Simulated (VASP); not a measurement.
Set up this calculation in VASP 6.6.1, as the native input.

| Property | Result |
| --- | --- |
| Task | relaxation of cell and atoms |
| Functional | PBEsol |
| Potentials or basis | VASP PAW PBE potentials, release 64 (Sr_sv, Ti_sv, O) |
| Cutoff | 600 eV |
| k mesh | 8 × 8 × 8 |
| Occupations | gaussian, width 0.01 eV |
| Spin | no spin polarisation |
| Target pressure | 0.72 GPa |
| Dipole correction | no |
| Further INCAR settings | ALGO = Normal; EDIFF = 1e-06; IBRION = 2; EDIFFG = -0.002; NSW = 80; ISIF = 3 |

The structure of SrTiO3 lies in POSCAR:

```
SrTiO3
1.0
    3.8879028610      0.0000000000      0.0000000000
    0.0000000000      3.8879028610      0.0000000000
    0.0000000000      0.0000000000      3.8879028610
Sr Ti O
1 1 3
Direct
    0.5000000000      0.5000000000      0.5000000000
    0.0000000000      0.0000000000      0.0000000000
    0.5000000000      0.0000000000      0.0000000000
    0.0000000000      0.5000000000      0.0000000000
    0.0000000000      0.0000000000      0.5000000000
```

The input as run:

INCAR

```
SYSTEM = SrTiO3
PREC     = Accurate       ! precision mode
ENCUT    = 600            ! plane-wave cutoff, eV
EDIFF    = 1E-6           ! SCF threshold, eV
ISMEAR   = 0              ! smearing method
SIGMA    = 0.01           ! smearing width, eV
LREAL    = .FALSE.        ! projectors in reciprocal space
LASPH    = .TRUE.         ! aspherical terms in the spheres
NELM     = 80             ! most SCF steps
ALGO     = Normal         ! electronic algorithm
ISIF     = 3              ! what is computed and relaxed
LWAVE    = .FALSE.        ! write WAVECAR
LCHARG   = .FALSE.        ! write CHGCAR
GGA      = PS             ! functional
IBRION   = 2              ! ionic algorithm
NSW      = 80             ! ionic steps
EDIFFG   = -0.002         ! ionic threshold
PSTRESS  = 7.199999999999999
```

KPOINTS

```
Automatic mesh
0
G
  8 8 8
  0 0 0
```

Potentials or basis: VASP PAW PBE potentials, release 64 (Sr_sv, Ti_sv, O).

Run with:

```console
$ cat potpaw_PBE.64/Sr_sv/POTCAR potpaw_PBE.64/Ti_sv/POTCAR potpaw_PBE.64/O/POTCAR > POTCAR
$ mpirun -np 1 vasp_std > vasp.out
```

Results of the run:

- Relaxed volume: 11.77 Å³/atom
- Relaxed cell: a = 3.890 Å, b = 3.890 Å, c = 3.890 Å, α = 90.00°, β = 90.00°, γ = 90.00°
- Space group after relaxing (to 0.1 Å): Pm-3m (No. 221)
- Energy change on relaxing (the run minimises the enthalpy): -0.1 meV/atom
- Ionic steps: 3
- Pressure after relaxing: 0.7 GPa
- Band gap on the k mesh: 1.82 eV (least direct gap 2.17 eV)

Caveat: the cell is relaxed towards a set pressure, so the run minimises the enthalpy, not the energy; the PAW data sets were made with another functional, which shifts forces and pressure a little.

Wall time 100 s on 1 thread of Intel(R) Xeon(R) Platinum 8488C (Sapphire Rapids), with other jobs on the host, peak memory 0.23 GiB.
